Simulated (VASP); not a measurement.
# Ir (Fm-3m) in VASP: a series of runs

Ir is run at these levels: LDA; tasks: single point, relaxation of cell and atoms.

All numbers are computed with VASP 6.6.1; they aren't measurements. Logs are shortened: lines on timing, memory, paths and dates and some standing lists are left out, and cuts for length are marked.

### 1 The cell of the first run

Symmetry: Fm-3m, No. 225, cubic system. The conventional cell has a = 3.827 Å, b = 3.827 Å, c = 3.827 Å, α = 90.00°, β = 90.00°, γ = 90.00°. Ir (site symmetry m-3m) has 12 Ir at 2.71 Å within 3.6 Å.

### 2 Single point, LDA

File INCAR:

```
SYSTEM = Ir
ALGO = Normal
EDIFF = 1E-6
ENCUT = 500
GGA_COMPAT = .False.
ISIF = 2
ISMEAR = -1
LASPH = .True.
LCHARG = .False.
LREAL = .False.
LWAVE = .False.
NBANDS = 10
NELM = 120
PREC = Accurate
SIGMA = 0.15
```

File KPOINTS:

```
k-points
0
Gamma
  5 5 5
  0 0 0
```

File POSCAR:

```
Ir
1.0
    0.0000000000      1.9132684393      1.9132684393
    1.9132684393      0.0000000000      1.9132684393
    1.9132684393      1.9132684393      0.0000000000
Ir
1
Direct
    0.0000000000      0.0000000000      0.0000000000
```

Potentials or basis: VASP PAW LDA potentials, release 64 (Ir).

Started as:

```console
$ cat potpaw_LDA.64/Ir/POTCAR > POTCAR
$ mpirun -np 1 vasp_std > vasp.out
```

OUTCAR:

```text
SYSTEM = Ir
   EDIFF = 1E-6
   ENCUT = 500
   ISIF = 2
   ISMEAR = -1
   LASPH = .True.
   LREAL = .False.
   NELM = 120
   PREC = Accurate

 ion  position               nearest neighbor table
   1  0.000  0.000  0.000-

  LATTYP: Found a face centered cubic cell.
 ALAT       =     3.8265368786

  Lattice vectors:

 A1 = (   0.0000000000,   1.9132684393,   1.9132684393)
 A2 = (   1.9132684393,   0.0000000000,   1.9132684393)
 A3 = (   1.9132684393,   1.9132684393,   0.0000000000)

Analysis of symmetry for initial positions (statically):
=====================================================================
 Subroutine PRICEL returns:
 Original cell was already a primitive cell.

 Routine SETGRP: Setting up the symmetry group for a
 face centered cubic supercell.

 Subroutine GETGRP returns: Found 48 space group operations
 (whereof 48 operations were pure point group operations)
 out of a pool of 48 trial point group operations.

The static configuration has the point symmetry O_h .

Analysis of symmetry for dynamics (positions and initial velocities):
=====================================================================
 Subroutine PRICEL returns:
 Original cell was already a primitive cell.

 Routine SETGRP: Setting up the symmetry group for a
 face centered cubic supercell.

 Subroutine GETGRP returns: Found 48 space group operations
 (whereof 48 operations were pure point group operations)
 out of a pool of 48 trial point group operations.

The dynamic configuration has the point symmetry O_h .

 Subroutine INISYM returns: Found 48 space group operations
 (whereof 48 operations are pure point group operations),
 and found     1 'primitive' translations

----------------------------------------------------------------------------------------

                                     Primitive cell

  volume of cell :      14.0074

  direct lattice vectors                    reciprocal lattice vectors
     0.000000000  1.913268439  1.913268439    -0.261332905  0.261332905  0.261332905
     1.913268439  0.000000000  1.913268439     0.261332905 -0.261332905  0.261332905
     1.913268439  1.913268439  0.000000000     0.261332905  0.261332905 -0.261332905

  length of vectors
     2.705770175  2.705770175  2.705770175     0.452641870  0.452641870  0.452641870

  position of ions in fractional coordinates (direct lattice)
     0.000000000  0.000000000  0.000000000

  ion indices of the primitive-cell ions
   primitive index   ion index
                 1           1

----------------------------------------------------------------------------------------

 KPOINTS: k-points

Automatic generation of k-mesh.
 Grid dimensions read from file:
 generate k-points for:    5    5    5

 Generating k-lattice:

  Cartesian coordinates                     Fractional coordinates (reciprocal lattice)
    -0.052266581  0.052266581  0.052266581     0.200000000  0.000000000  0.000000000
     0.052266581 -0.052266581  0.052266581     0.000000000  0.200000000  0.000000000
     0.052266581  0.052266581 -0.052266581     0.000000000  0.000000000  0.200000000

  Length of vectors
     0.090528374  0.090528374  0.090528374

  Shift w.r.t. Gamma in fractional coordinates (k-lattice)
     0.000000000  0.000000000  0.000000000

 Subroutine IBZKPT returns following result:
 ===========================================

 Found     10 irreducible k-points:

 Following reciprocal coordinates:
            Coordinates               Weight
  0.000000  0.000000  0.000000      1.000000
  0.200000  0.000000  0.000000      8.000000
  0.400000  0.000000  0.000000      8.000000
  0.200000  0.200000  0.000000      6.000000
  0.400000  0.200000  0.000000     24.000000
 -0.400000  0.200000  0.000000     24.000000
 -0.200000  0.200000  0.000000     12.000000
  0.400000  0.400000  0.000000      6.000000
 -0.400000  0.400000  0.000000     12.000000
 -0.400000  0.400000  0.200000     24.000000
   k-points           NKPTS =     10   k-points in BZ     NKDIM =     10   number of bands    NBANDS=     10
   number of dos      NEDOS =    301   number of ions     NIONS =      1
   total plane-waves  NPLWV =   8000
   dimension x,y,z NGX =    20 NGY =   20 NGZ =   20
   dimension x,y,z NGXF=    40 NGYF=   40 NGZF=   40
   ions per type =               1
   NGX,Y,Z   is equivalent  to a cutoff of  12.29, 12.29, 12.29 a.u.
   NGXF,Y,Z  is equivalent  to a cutoff of  24.58, 24.58, 24.58 a.u.
 SYSTEM =  Ir
   PREC   = accura    normal or accurate (medium, high low for compatibility)
   ISTART =      0    job   : 0-new  1-cont  2-samecut
   ICHARG =      2    charge: 1-file 2-atom 10-const
   ISPIN  =      1    spin polarized calculation?
   LNONCOLLINEAR =      F non collinear calculations
   LSORBIT =      F    spin-orbit coupling
   LASPH  =      T    aspherical Exc in radial PAW
   ENCUT  =  500.0 eV  36.75 Ry    6.06 a.u.   4.93  4.93  4.93*2*pi/ulx,y,z
   NELM   =    120;   NELMIN=  2; NELMDL= -5     # of ELM steps
   EDIFF  = 0.1E-05   stopping-criterion for ELM
   LREAL  =      F    real-space projection
   EDIFFG = 0.1E-04   stopping-criterion for IOM
   NSW    =      0    number of steps for IOM
   IBRION =     -1    ionic relax: 0-MD 1-quasi-New 2-CG
   NFREE  =      0    steps in history (QN), initial steepest desc. (CG)
   ISIF   =      2    stress and relaxation
   ISYM   =      2    0-nonsym 1-usesym 2-fastsym
   POTIM  = 0.5000    time-step for ionic-motion
   TEBEG  =    0.0;   TEEND  =   0.0 temperature during run
   PSTRESS=    0.0 pullay stress
   NELECT =       9.0000    total number of electrons
   NUPDOWN=      -1.0000    fix difference up-down
   EMIN   =  10.00;   EMAX   =-10.00  energy-range for DOS
   EFERMI =   0.00;   METHOD = LEGACY
   ISMEAR =    -1;   SIGMA  =   0.15  broadening in eV -4-tet -1-fermi 0-gaus
   EFERMI_NEDOS =   21; number of points for ismear=-14 and -15
   IALGO  =     38    algorithm
   IMIX   =      4    mixing-type and parameters
     AMIX     =   0.40;   BMIX     =  1.00
     AMIX_MAG =   1.60;   BMIX_MAG =  1.00
  volume/ion in A,a.u.               =      14.01        94.53
  Fermi-wavevector in a.u.,A,eV,Ry     =   1.412656  2.669533 27.151746  1.995597
  Thomas-Fermi vector in A             =   2.534382
   LORBIT       =      0    0 simple, 1 ext, 2 COOP (PROOUT), +10 PAW based schemes
   GGA     = CA    functional components
   LHFCALC =     F    Hartree Fock is set to
   AEXX    =    0.0000 exact exchange contribution
   IVDW    =     0    specifies the selected vdW correction
   LEPSILON=     F    determine dielectric tensor
   LRPA    =     F    only Hartree local field effects (RPA)
 non-spin polarized calculation
  energy-cutoff  :      500.00
  volume of cell :       14.01
 maximum number of plane-waves:       359
   NGX =  9   NGY =  9   NGZ =  9

 number of electron       9.0000000 magnetization

 Free energy of the ion-electron system (eV)
  ---------------------------------------------------
  ext. energy  EPLUGINS =         0.00000000
  ---------------------------------------------------
  free energy    TOTEN  =       -10.13940932 eV

  energy without entropy =      -10.01001672  energy(sigma->0) =      -10.07471302

 E-fermi :  10.8156     XC(G=0): -14.1987

 val. band max:       10.7803211292   @ k =  -0.4000   0.2000   0.0000
 cond. band min:      10.9249073730   @ k =   0.4000   0.0000   0.0000
 fundamental gap:      0.1445862437
 Fermi energy:        10.8155965448

 k-point     1 :       0.0000    0.0000    0.0000
  band No.  band energies     occupation
      1      -0.7248      2.00000
      2       6.5049      2.00000
      3       6.5049      2.00000
      4       6.5049      2.00000
      5       9.2897      1.99992
      6       9.2897      1.99992
      7      24.7984      0.00000
      8      30.4157      0.00000
      9      30.4157      0.00000
     10      30.4157      0.00000

 k-point     2 :       0.2000    0.0000    0.0000
  band No.  band energies     occupation
      1       0.8640      2.00000
      2       5.9451      2.00000
      3       6.9757      2.00000
      4       6.9757      2.00000
      5       9.1890      1.99996
      6       9.1890      1.99996
      7      25.6930      0.00000
      8      27.1670      0.00000
      9      33.1373      0.00000
     10      33.1373      0.00000

 k-point     3 :       0.4000    0.0000    0.0000
  band No.  band energies     occupation
      1       2.2677      2.00000
      2       6.5515      2.00000
      3       6.5515      2.00000
      4       8.3322      2.00000
      5      10.9249      0.65094
      6      10.9249      0.65094
      7      19.7225      0.00000
      8      24.9606      0.00000
      9      31.4284      0.00000
     10      31.4284      0.00000

 k-point     4 :       0.2000    0.2000    0.0000
  band No.  band energies     occupation
      1       1.4261      2.00000
      2       5.0511      2.00000
      3       7.7040      2.00000
      4       7.8379      2.00000
      5       7.8379      2.00000
      6       9.9513      1.99373
      7      28.4639      0.00000
      8      28.4921      0.00000
      9      30.0384      0.00000
     10      30.0384      0.00000

 k-point     5 :       0.4000    0.2000    0.0000
  band No.  band energies     occupation
      1       3.2024      2.00000
      2       4.9553      2.00000
      3       6.3755      2.00000
      4       8.0931      2.00000
      5      11.2589      0.09897
      6      11.3542      0.05369
      7      22.1844      0.00000
      8      27.3592      0.00000
      9      28.2018      0.00000
     10      31.1691      0.00000

 k-point     6 :      -0.4000    0.2000    0.0000
  band No.  band energies     occupation
      1       3.5440      2.00000
      2       5.4522      2.00000
      3       7.0443      2.00000
      4       7.6043      2.00000
      5      10.7803      1.11705
      6      14.8149      0.00000
      7      18.0979      0.00000
      8      25.5869      0.00000
      9      28.1422      0.00000
     10      29.9743      0.00000

 k-point     7 :      -0.2000    0.2000    0.0000
  band No.  band energies     occupation
      1       2.9799      2.00000
      2       5.2953      2.00000
      3       6.4971      2.00000
      4       7.9866      2.00000
      5       8.2381      2.00000
      6      11.7606      0.00367
      7      24.0969      0.00000
      8      27.3686      0.00000
      9      29.2713      0.00000
     10      31.5069      0.00000

 k-point     8 :       0.4000    0.4000    0.0000
  band No.  band energies     occupation
      1       2.7004      2.00000
      2       3.2656      2.00000
      3      10.1896      1.96966
      4      11.0811      0.29113
      5      11.0811      0.29113
      6      11.1699      0.17222
      7      23.7215      0.00000
      8      23.7215      0.00000
      9      23.9852      0.00000
     10      31.2235      0.00000

 k-point     9 :      -0.4000    0.4000    0.0000
  band No.  band energies     occupation
      1       3.1489      2.00000
      2       3.9357      2.00000
      3       8.2837      2.00000
      4      10.0962      1.98361
      5      11.3957      0.04096
      6      16.9681      0.00000
      7      17.8274      0.00000
      8      22.4010      0.00000
      9      24.8947      0.00000
     10      32.4319      0.00000

 k-point    10 :      -0.4000    0.4000    0.2000
  band No.  band energies     occupation
      1       4.2701      2.00000
      2       4.7657      2.00000
      3       5.8239      2.00000
      4       9.2107      1.99995
      5      11.0693      0.31116
      6      15.5872      0.00000
      7      20.7122      0.00000
      8      22.0622      0.00000
      9      25.7043      0.00000
     10      34.1601      0.00000

------------------------ aborting loop because EDIFF is reached ----------------------------------------

  FORCE on cell =-STRESS in cart. coord.  units (eV):
  Direction    XX          YY          ZZ          XY          YZ          ZX
  --------------------------------------------------------------------------------------
  -------------------------------------------------------------------------------------
  Total        0.2743771      0.2743771      0.2743771      0.0000000     -0.0000000      0.0000000
  in kB       31.3834528     31.3834528     31.3834528      0.0000000     -0.0000000      0.0000000
  external PRESSURE =      31.3834528 kB  Pullay stress =       0.0000000 kB

 VOLUME and BASIS-vectors are now :
 -----------------------------------------------------------------------------
  energy-cutoff  :      500.00
  volume of cell :       14.01
      direct lattice vectors                 reciprocal lattice vectors
     0.000000000  1.913268439  1.913268439    -0.261332905  0.261332905  0.261332905
     1.913268439  0.000000000  1.913268439     0.261332905 -0.261332905  0.261332905
     1.913268439  1.913268439  0.000000000     0.261332905  0.261332905 -0.261332905

 POSITION                                       TOTAL-FORCE (eV/Angst)
 -----------------------------------------------------------------------------------
      0.00000      0.00000      0.00000         0.000000      0.000000      0.000000
 -----------------------------------------------------------------------------------
    total drift:                                0.000000      0.000000      0.000000

  FREE ENERGIE OF THE ION-ELECTRON SYSTEM (eV)
  ---------------------------------------------------
  free  energy   TOTEN  =       -10.1394093163 eV

  energy  without entropy=      -10.0100167249  energy(sigma->0) =      -10.07471302
```

It took 2 s on 1 thread of Intel Xeon 6975P-C, shared host; peak memory 0.12 GiB.

Results:

```
Free energy : -10.1394 eV
Pressure    : 3.1 GPa
```

Caveat: the k points lie up to 0.57 Å⁻¹ apart; spin-orbit coupling is left out, which moves the levels of the heavy elements.

(Continued in part 2 of 2.)
